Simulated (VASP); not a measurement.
# Ta2F (P-3m1) in VASP: further runs

Runs on Ta2F. Level: PBE. Tasks: relaxation of cell and atoms, single point.

All numbers are computed with VASP 6.6.1; they aren't measurements. Logs are shortened: lines on timing, memory, paths and dates and some standing lists are left out, and cuts for length are marked.

## 1. The cell of the first run

It takes space group P-3m1 (No. 164, trigonal). Conventional cell: a = 2.930 Å, b = 2.930 Å, c = 4.969 Å, α = 90.00°, β = 90.00°, γ = 120.00°. Ta (site symmetry 3m) has 3 F at 2.08 Å within 2.8 Å. F (site symmetry -3m) has 6 Ta at 2.08 Å within 2.8 Å.

## 2. Relaxation of cell and atoms, PBE

Contents of INCAR:

```
SYSTEM = Ta2F
ALGO = Normal
EDIFF = 1E-6
EDIFFG = -0.04
ENCUT = 600
GGA = PE
IBRION = 2
ISIF = 3
ISMEAR = 0
LASPH = .True.
LCHARG = .False.
LREAL = .False.
LWAVE = .False.
NELM = 80
NSW = 90
PREC = Accurate
SIGMA = 0.1
```

Contents of KPOINTS:

```
k-points
0
Gamma
  6 6 4
  0 0 0
```

Contents of POSCAR:

```
Ta2F
1.0
    2.9297570200      0.0000000000      0.0000000000
   -1.4648785100      2.5372440000      0.0000000000
    0.0000000000      0.0000000000      4.9692852400
Ta F
2 1
Direct
    0.3333333300      0.6666666700      0.7571563600
    0.6666666700      0.3333333300      0.2428436400
    0.0000000000      0.0000000000      0.0000000000
```

Potentials or basis: VASP PAW PBE potentials, release 64 (Ta_pv, F).

The run is started by

```sh
$ cat potpaw_PBE.64/Ta_pv/POTCAR potpaw_PBE.64/F/POTCAR > POTCAR
$ mpirun -np 1 vasp_std > vasp.out
```

OUTCAR:

```text
SYSTEM = Ta2F
   EDIFF = 1E-6
   EDIFFG = -0.04
   ENCUT = 600
   GGA = PE
   IBRION = 2
   ISIF = 3
   ISMEAR = 0
   LASPH = .True.
   LREAL = .False.
   NELM = 80
   NSW = 90
   PREC = Accurate

 ion  position               nearest neighbor table
   1  0.333  0.667  0.757-   3 2.08   3 2.08   3 2.08   2 2.95   2 2.95   2 2.95   2 3.06   2 3.06
                             2 3.06
   2  0.667  0.333  0.243-   3 2.08   3 2.08   3 2.08   1 2.95   1 2.95   1 2.95   1 3.06   1 3.06
                             1 3.06
   3  0.000  0.000  0.000-   1 2.08   2 2.08   1 2.08   2 2.08   2 2.08   1 2.08

  LATTYP: Found a hexagonal cell.
 ALAT       =     2.9297570200
 C/A-ratio  =     1.6961424467

  Lattice vectors:

 A1 = (   2.9297570200,   0.0000000000,   0.0000000000)
 A2 = (  -1.4648785100,   2.5372440000,   0.0000000000)
 A3 = (   0.0000000000,   0.0000000000,   4.9692852400)

Analysis of symmetry for initial positions (statically):
=====================================================================
 Subroutine PRICEL returns:
 Original cell was already a primitive cell.

 Routine SETGRP: Setting up the symmetry group for a
 hexagonal supercell.

 Subroutine GETGRP returns: Found 12 space group operations
 (whereof 12 operations were pure point group operations)
 out of a pool of 24 trial point group operations.

The static configuration has the point symmetry D_3d.

Analysis of symmetry for dynamics (positions and initial velocities):
=====================================================================
 Subroutine PRICEL returns:
 Original cell was already a primitive cell.

 Routine SETGRP: Setting up the symmetry group for a
 hexagonal supercell.

 Subroutine GETGRP returns: Found 12 space group operations
 (whereof 12 operations were pure point group operations)
 out of a pool of 24 trial point group operations.

The dynamic configuration has the point symmetry D_3d.

 Subroutine INISYM returns: Found 12 space group operations
 (whereof 12 operations are pure point group operations),
 and found     1 'primitive' translations

----------------------------------------------------------------------------------------

                                     Primitive cell

  volume of cell :      36.9392

  direct lattice vectors                    reciprocal lattice vectors
     2.929757020  0.000000000  0.000000000     0.341325234  0.197064216  0.000000000
    -1.464878510  2.537244000  0.000000000     0.000000000  0.394128432  0.000000000
     0.000000000  0.000000000  4.969285240     0.000000000  0.000000000  0.201236184

  length of vectors
     2.929757020  2.929757015  4.969285240     0.394128432  0.394128432  0.201236184

  position of ions in fractional coordinates (direct lattice)
     0.333333330  0.666666670  0.757156360
     0.666666670  0.333333330  0.242843640
     0.000000000  0.000000000  0.000000000

  ion indices of the primitive-cell ions
   primitive index   ion index
                 1           1
                 2           2
                 3           3

----------------------------------------------------------------------------------------

 KPOINTS: k-points

Automatic generation of k-mesh.
 Grid dimensions read from file:
 generate k-points for:    6    6    4

 Generating k-lattice:

  Cartesian coordinates                     Fractional coordinates (reciprocal lattice)
     0.056887539  0.032844036  0.000000000     0.166666667  0.000000000  0.000000000
     0.000000000  0.065688072  0.000000000     0.000000000  0.166666667  0.000000000
     0.000000000  0.000000000  0.050309046     0.000000000  0.000000000  0.250000000

  Length of vectors
     0.065688072  0.065688072  0.050309046

  Shift w.r.t. Gamma in fractional coordinates (k-lattice)
     0.000000000  0.000000000  0.000000000

 Subroutine IBZKPT returns following result:
 ===========================================

 Found     24 irreducible k-points:

 Following reciprocal coordinates:
            Coordinates               Weight
  0.000000  0.000000  0.000000      1.000000
  0.166667  0.000000  0.000000      6.000000
  0.333333  0.000000  0.000000      6.000000
  0.500000  0.000000  0.000000      3.000000
  0.166667  0.166667  0.000000      6.000000
  0.333333  0.166667  0.000000     12.000000
[... 16 lines left out ...]
  0.333333  0.166667  0.500000     12.000000
  0.333333  0.333333  0.500000      2.000000
   k-points           NKPTS =     24   k-points in BZ     NKDIM =     24   number of bands    NBANDS=     18
   number of dos      NEDOS =    301   number of ions     NIONS =      3
   total plane-waves  NPLWV =  23040
   dimension x,y,z NGX =    24 NGY =   24 NGZ =   40
   dimension x,y,z NGXF=    48 NGYF=   48 NGZF=   80
   ions per type =               2   1
   NGX,Y,Z   is equivalent  to a cutoff of  13.62, 13.62, 13.38 a.u.
   NGXF,Y,Z  is equivalent  to a cutoff of  27.24, 27.24, 26.76 a.u.
 SYSTEM =  Ta2F
   PREC   = accura    normal or accurate (medium, high low for compatibility)
   ISTART =      0    job   : 0-new  1-cont  2-samecut
   ICHARG =      2    charge: 1-file 2-atom 10-const
   ISPIN  =      1    spin polarized calculation?
   LNONCOLLINEAR =      F non collinear calculations
   LSORBIT =      F    spin-orbit coupling
   LASPH  =      T    aspherical Exc in radial PAW
   ENCUT  =  600.0 eV  44.10 Ry    6.64 a.u.   5.85  5.85  9.92*2*pi/ulx,y,z
   NELM   =     80;   NELMIN=  2; NELMDL= -5     # of ELM steps
   EDIFF  = 0.1E-05   stopping-criterion for ELM
   LREAL  =      F    real-space projection
   EDIFFG = -.4E-01   stopping-criterion for IOM
   NSW    =     90    number of steps for IOM
   IBRION =      2    ionic relax: 0-MD 1-quasi-New 2-CG
   NFREE  =      1    steps in history (QN), initial steepest desc. (CG)
   ISIF   =      3    stress and relaxation
   ISYM   =      2    0-nonsym 1-usesym 2-fastsym
   POTIM  = 0.5000    time-step for ionic-motion
   TEBEG  =    0.0;   TEEND  =   0.0 temperature during run
   PSTRESS=    0.0 pullay stress
   NELECT =      29.0000    total number of electrons
   NUPDOWN=      -1.0000    fix difference up-down
   EMIN   =  10.00;   EMAX   =-10.00  energy-range for DOS
   EFERMI =   0.00;   METHOD = LEGACY
   ISMEAR =     0;   SIGMA  =   0.10  broadening in eV -4-tet -1-fermi 0-gaus
   EFERMI_NEDOS =   21; number of points for ismear=-14 and -15
   IALGO  =     38    algorithm
   IMIX   =      4    mixing-type and parameters
     AMIX     =   0.40;   BMIX     =  1.00
     AMIX_MAG =   1.60;   BMIX_MAG =  1.00
  volume/ion in A,a.u.               =      12.31        83.09
  Fermi-wavevector in a.u.,A,eV,Ry     =   1.510236  2.853933 31.032355  2.280814
  Thomas-Fermi vector in A             =   2.620453
   LORBIT       =      0    0 simple, 1 ext, 2 COOP (PROOUT), +10 PAW based schemes
   GGA     = PE    functional components
   LHFCALC =     F    Hartree Fock is set to
   AEXX    =    0.0000 exact exchange contribution
   IVDW    =     0    specifies the selected vdW correction
   LEPSILON=     F    determine dielectric tensor
   LRPA    =     F    only Hartree local field effects (RPA)
 conjugate gradient relaxation of ions
 non-spin polarized calculation
 Gauss-broadening in eV      SIGMA  =   0.10
  energy-cutoff  :      600.00
  volume of cell :       36.94
 maximum number of plane-waves:      1254
 NGX is ok and might be reduce to    24
   NGX = 11   NGY = 11   NGZ = 19

--------------------------------------- Ionic step        1  -------------------------------------------

 number of electron      28.9999996 magnetization

 Free energy of the ion-electron system (eV)
  ---------------------------------------------------
  ext. energy  EPLUGINS =         0.00000000
  ---------------------------------------------------
  free energy    TOTEN  =       -23.00063209 eV

  energy without entropy =      -22.98421155  energy(sigma->0) =      -22.99242182

------------------------ aborting loop because EDIFF is reached ----------------------------------------

  FORCE on cell =-STRESS in cart. coord.  units (eV):
  Direction    XX          YY          ZZ          XY          YZ          ZX
  --------------------------------------------------------------------------------------
  -------------------------------------------------------------------------------------
  Total       15.5291005     15.5291004     12.4470507      0.0000000      0.0000000      0.0000000
  in kB      673.5488807    673.5488774    539.8701032      0.0000000      0.0000000      0.0000000
  external PRESSURE =     628.9892871 kB  Pullay stress =       0.0000000 kB
[... 22 lines left out ...]
  energy  without entropy=      -22.9842115524  energy(sigma->0) =      -22.99242182

--------------------------------------- Ionic step        2  -------------------------------------------

 number of electron      28.9999976 magnetization

 E-fermi :   2.9253     XC(G=0): -10.0975

 val. band max:        2.9143506201   @ k =   0.0000   0.0000   0.5000
 cond. band min:       2.9278789239   @ k =   0.3333   0.1667   0.0000
 fundamental gap:      0.0135283038
 Fermi energy:         2.9253004561

 k-point     1 :       0.0000    0.0000    0.0000
  band No.  band energies     occupation
      1     -32.7234      2.00000
      2     -32.5953      2.00000
      3     -32.5953      2.00000
      4     -32.5306      2.00000
      5     -32.5306      2.00000
      6     -32.4979      2.00000
[... 10 lines left out ...]
     17       2.9800      0.43943
     18       4.0710      0.00000
[... 548 lines left out ...]
  FREE ENERGIE OF THE ION-ELECTRON SYSTEM (eV)
  ---------------------------------------------------
  free  energy   TOTEN  =       -25.3149980683 eV

  energy  without entropy=      -25.2879687464  energy(sigma->0) =      -25.30148341

[... ionic steps 4 to 20 ...]

--------------------------------------- Ionic step       21  -------------------------------------------

 number of electron      28.9999978 magnetization

------------------------ aborting loop because EDIFF is reached ----------------------------------------

  FORCE on cell =-STRESS in cart. coord.  units (eV):
  Direction    XX          YY          ZZ          XY          YZ          ZX
  --------------------------------------------------------------------------------------
  -------------------------------------------------------------------------------------
  Total        0.3868478      0.3868478     -0.3209919      0.0000000      0.0000000      0.0000000
  in kB       13.8418952     13.8418952    -11.4854895      0.0000000      0.0000000      0.0000000
  external PRESSURE =       5.3994336 kB  Pullay stress =       0.0000000 kB
[... 59 lines left out ...]
  energy  without entropy=      -26.8767028431  energy(sigma->0) =      -26.88016248

--------------------------------------- Ionic step       23  -------------------------------------------

 number of electron      28.9999987 magnetization

 Free energy of the ion-electron system (eV)
  ---------------------------------------------------
  ext. energy  EPLUGINS =         0.00000000
  ---------------------------------------------------
  free energy    TOTEN  =       -26.88449506 eV

  energy without entropy =      -26.87749286  energy(sigma->0) =      -26.88099396

 E-fermi :   6.1022     XC(G=0): -12.1641

 val. band max:        6.0813837368   @ k =   0.1667   0.1667   0.2500
 cond. band min:       6.2649514388   @ k =   0.0000   0.3333   0.2500
 fundamental gap:      0.1835677020
 Fermi energy:         6.1021771335

 k-point     1 :       0.0000    0.0000    0.0000
  band No.  band energies     occupation
      1     -28.9385      2.00000
      2     -28.4298      2.00000
      3     -27.7795      2.00000
      4     -27.7795      2.00000
      5     -27.7338      2.00000
      6     -27.7338      2.00000
[... 10 lines left out ...]
     17       6.6132      0.00000
     18       8.0305      0.00000
[... 511 lines left out ...]
  FREE ENERGIE OF THE ION-ELECTRON SYSTEM (eV)
  ---------------------------------------------------
  free  energy   TOTEN  =       -26.8844950646 eV

  energy  without entropy=      -26.8774928629  energy(sigma->0) =      -26.88099396

 reached required accuracy - stopping structural energy minimisation
```

It took 5.9 min on 1 thread of Intel Xeon Platinum 8375C at 2.90GHz (Ice Lake), shared host; peak memory 0.18 GiB.

Results:

```yaml
Free_energy: -26.8845 eV
Relaxed_volume: 14.92 Å³/atom
Relaxed_cell: a = 2.824 Å, b = 2.824 Å, c = 6.481 Å, α = 90.00°, β = 90.00°, γ = 120.00°
Space_group_after_relaxing_to_0.05_Å: P-3m1 (No. 164)
Energy_gained_by_relaxing: 1294.6 meV/atom
Ionic_steps: 23
Pressure_after_relaxing: -0.1 GPa
Largest_force_after_relaxing: 0.018 eV/Å
```

Forces on the atoms (eV/Å):
```
Ta   0.000  0.000  0.018
Ta   0.000  0.000 -0.018
F    0.000  0.000  0.000
```

Step by step:
```tsv
step	energy change (eV)	largest force (eV/Å)	pressure (GPa)	volume (Å³)
1	0.0000	6.4518	62.90	36.94
2	-0.1942	3.9255	-30.18	69.24
3	-2.3144	1.5642	-11.82	49.12
4	-2.3591	1.6521	-8.43	47.78
5	-2.3691	1.8127	-4.75	46.55
6	-2.6529	0.5413	3.33	44.62
7	-2.6849	0.1474	7.99	43.86
8	-2.9090	0.2398	5.15	44.97
9	-3.2271	1.5604	0.83	48.00
10	-3.2465	1.0555	1.54	47.31
11	-3.2480	1.2280	1.26	47.55
12	-3.4579	1.8724	-5.51	48.45
13	-3.3514	0.3226	-17.86	50.77
14	-3.6281	0.7626	-12.37	49.45
15	-3.6811	0.4956	-12.15	48.98
16	-3.7063	0.2276	-11.63	48.50
17	-3.7701	0.2961	-9.15	47.62
18	-3.8582	0.4738	-2.31	45.55
19	-3.8660	0.5557	1.03	44.70
20	-3.8661	0.5486	0.69	44.78
21	-3.8723	0.4440	0.54	44.78
22	-3.8830	0.1344	0.09	44.77
23	-3.8839	0.0177	-0.06	44.77
```

Final structure:
```yaml
crystal:
  lattice:
    - [2.82426, 0.00000, 0.00000]
    - [-1.41213, 2.44588, 0.00000]
    - [0.00000, 0.00000, 6.48099]
  atoms:
    - { symbol: Ta, position: [0.33333, 0.66667, 0.69616] }
    - { symbol: Ta, position: [0.66667, 0.33333, 0.30384] }
    - { symbol: F, position: [0.00000, 0.00000, 0.00000] }
```

Caveat: the k points lie up to 0.43 Å⁻¹ apart in the final cell; the volume moved by over 15 % at a fixed basis, so the end points are rough; spin-orbit coupling is left out, which moves the levels of the heavy elements; an odd number of electrons without spin polarisation forces a metal; a magnetic or distorted state may lie lower.

## 3. Single point, PBE, collinear spin, ferromagnetic start

Contents of INCAR:

```
SYSTEM = Ta2F
PREC = Accurate ; ENCUT = 520
EDIFF = 1E-6 ; ISMEAR = 0
SIGMA = 0.1 ; LREAL = .FALSE.
LASPH = .TRUE. ; NELM = 150
ALGO = Normal ; ISIF = 2
LWAVE = .FALSE. ; LCHARG = .TRUE.
ISPIN = 2 ; MAGMOM = 1 1 0
LORBIT = 11 ; LMAXMIX = 4
GGA = PE ; LELF = .TRUE.
LVHAR = .TRUE. ; NBANDS = 26
```

Contents of KPOINTS:

```
regular mesh
0
G
  6 6 4
  0 0 0
```

POSCAR is that of step 2.

Potentials or basis: VASP PAW PBE potentials, release 64 (Ta_pv, F).

The run is started by

```sh
$ cat potpaw_PBE.64/Ta_pv/POTCAR potpaw_PBE.64/F/POTCAR > POTCAR
$ mpirun -np 1 vasp_std > vasp.out
```

Wall time 68 s (1 thread of Intel Xeon Platinum 8375C at 2.90GHz (Ice Lake), shared host); peak memory 0.19 GiB.

Results (log left out):

| Property | Result |
| --- | --- |
| Free energy | -22.9961 eV |
| Pressure | 62.9 GPa |
| Largest force | 6.454 eV/Å |
| Net moment | 0.00 μB per cell |
| Valence electrons inside the program's atomic spheres | Ta 9.10; F 6.25 |

Forces on the atoms (eV/Å):
```
Ta   0.000  0.000 -6.454
Ta   0.000  0.000  6.454
F    0.000  0.000  0.000
```

Stress tensor (GPa, compression positive):
```
67.40  0.00  0.00
 0.00 67.40  0.00
 0.00  0.00 54.02
```

Levels at points of the mesh, in eV from the Fermi level:
Spin up:
```
           k point  band 12  band 13  band 14  band 15  band 16  band 17
(0.00, 0.00, 0.00)    -3.26    -1.87    -0.71    -0.71     0.61     0.61
(0.50, 0.00, 0.00)    -2.78    -2.64    -0.30     1.27     1.69     2.05
(0.00, 0.00, 0.50)    -4.52    -1.33    -1.27    -1.27    -1.02     1.24
(0.50, 0.00, 0.50)    -3.30    -2.83    -1.87     1.44     2.23     3.00
```
Spin down:
```
           k point  band 12  band 13  band 14  band 15  band 16  band 17
(0.00, 0.00, 0.00)    -3.26    -1.87    -0.71    -0.71     0.61     0.61
(0.50, 0.00, 0.00)    -2.78    -2.64    -0.30     1.27     1.69     2.05
(0.00, 0.00, 0.50)    -4.52    -1.33    -1.27    -1.27    -1.01     1.24
(0.50, 0.00, 0.50)    -3.30    -2.83    -1.87     1.44     2.23     3.00
```

Caveat: the k points lie up to 0.41 Å⁻¹ apart; spin-orbit coupling is left out, which moves the levels of the heavy elements; forces of over 1 eV/Å act on the atoms, so gaps and moduli don't describe the material at rest.

## 4. Single point, PBE, collinear spin, ferromagnetic start

This run uses another cell than the first one, of 15.06 Å³/atom, 1.223 times its volume.

Contents of INCAR:

```
PREC = Accurate ; ENCUT = 520
EDIFF = 1E-7 ; ISMEAR = 0
SIGMA = 0.1 ; LREAL = F
LASPH = T ; NELM = 150
ALGO = Normal ; ISIF = 2
LWAVE = F ; LCHARG = T
ISPIN = 2 ; MAGMOM = 1 1 0
LORBIT = 11 ; LMAXMIX = 4
GGA = PE ; LELF = T
LVHAR = T ; NBANDS = 26
```

Contents of KPOINTS:

```
regular mesh
0
Gamma
  6 6 4
```

Contents of POSCAR:

```
Ta2F
1.0
    2.8221356889      0.0000000000      0.0000000000
   -1.4110678445      2.4440411995      0.0000000000
    0.0000000000      0.0000000000      6.5500325884
Ta F
2 1
Direct
    0.3333333333      0.6666666667      0.6956284605
    0.6666666667      0.3333333333      0.3043715395
    0.0000000000      0.0000000000      0.0000000000
```

The run is started by

```sh
$ cat potpaw_PBE.64/Ta_pv/POTCAR potpaw_PBE.64/F/POTCAR > POTCAR
$ mpirun -np 1 vasp_std > vasp.out
```

Wall time 95 s (1 thread of Intel Xeon Platinum 8375C at 2.90GHz (Ice Lake), shared host); peak memory 0.21 GiB.

It converged, with:

| Property | Result |
| --- | --- |
| Free energy | -26.9469 eV |
| Pressure | -0.1 GPa |
| Largest force | 0.005 eV/Å |
| Net moment | 0.00 μB per cell |
| Valence electrons inside the program's atomic spheres | Ta 8.94; F 6.05 |

Forces in eV/Å, atoms in the order of the input:
```
Ta   0.000  0.000  0.005
Ta   0.000  0.000 -0.005
F    0.000  0.000  0.000
```

Stress tensor (GPa, compression positive):
```
-0.17  0.00  0.00
 0.00 -0.17  0.00
 0.00  0.00  0.15
```

Levels at points of the mesh, in eV from the Fermi level:
Spin up:
```csv
k point,band 10,band 11,band 12,band 13,band 14,band 15,band 16,band 17,band 18,band 19
"(0.00, 0.00, 0.00)",-6.06,-6.06,-4.69,-1.57,0.40,0.40,0.53,0.53,1.92,3.44
"(0.50, 0.00, 0.00)",-6.54,-4.45,-3.54,-3.05,-1.14,1.75,1.85,2.41,3.77,3.83
"(0.00, 0.00, 0.50)",-6.06,-5.70,-5.63,-1.45,0.29,0.29,0.56,0.68,0.68,3.62
"(0.50, 0.00, 0.50)",-6.52,-4.23,-4.11,-2.36,-1.73,1.28,1.55,3.38,4.18,4.48
```
Spin down:
| k point | band 12 | band 13 | band 14 | band 15 | band 16 | band 17 |
| --- | --- | --- | --- | --- | --- | --- |
| (0.00, 0.00, 0.00) | -4.69 | -1.57 | 0.40 | 0.40 | 0.53 | 0.53 |
| (0.50, 0.00, 0.00) | -3.54 | -3.05 | -1.14 | 1.75 | 1.85 | 2.41 |
| (0.00, 0.00, 0.50) | -5.63 | -1.45 | 0.29 | 0.29 | 0.56 | 0.68 |
| (0.50, 0.00, 0.50) | -4.11 | -2.36 | -1.73 | 1.28 | 1.55 | 3.38 |

Caveat: the k points lie up to 0.43 Å⁻¹ apart; spin-orbit coupling is left out, which moves the levels of the heavy elements.

## 5. Overview

```tsv
task	spin	cell	cutoff (eV)	gap on the mesh (eV)	pressure (GPa)	moment (μB)	largest force (eV/Å)
relaxation of cell and atoms	off	relaxed from a = 2.930, b = 2.930, c = 4.969 Å, angles 90.0, 90.0, 120.0°, 3 atoms	600	none	-0.1	-	0.02
single point	collinear, ferromagnetic start	a = 2.930, b = 2.930, c = 4.969 Å, angles 90.0, 90.0, 120.0°, 3 atoms	520	none	62.9	0.00	6.45
single point	collinear, ferromagnetic start	a = 2.822, b = 2.822, c = 6.550 Å, angles 90.0, 90.0, 120.0°, 3 atoms	520	none	-0.1	0.00	-
```

Alike in all rows: level PBE; potentials or basis VASP PAW PBE potentials, release 64 (Ta_pv, F); k mesh 6 × 6 × 4; smearing gaussian 0.1 eV.

Caveats: all runs use coarse meshes; spin-orbit coupling is left out, which moves the levels of the heavy elements; the volume moved by over 15 % at a fixed basis, so the end points are rough (some runs); an odd number of electrons without spin polarisation forces a metal (some runs); a magnetic or distorted state may lie lower (some runs); forces of over 1 eV/Å act on the atoms, so gaps and moduli don't describe the material at rest (some runs).

Absolute energies hang on the potentials; compare differences alone.
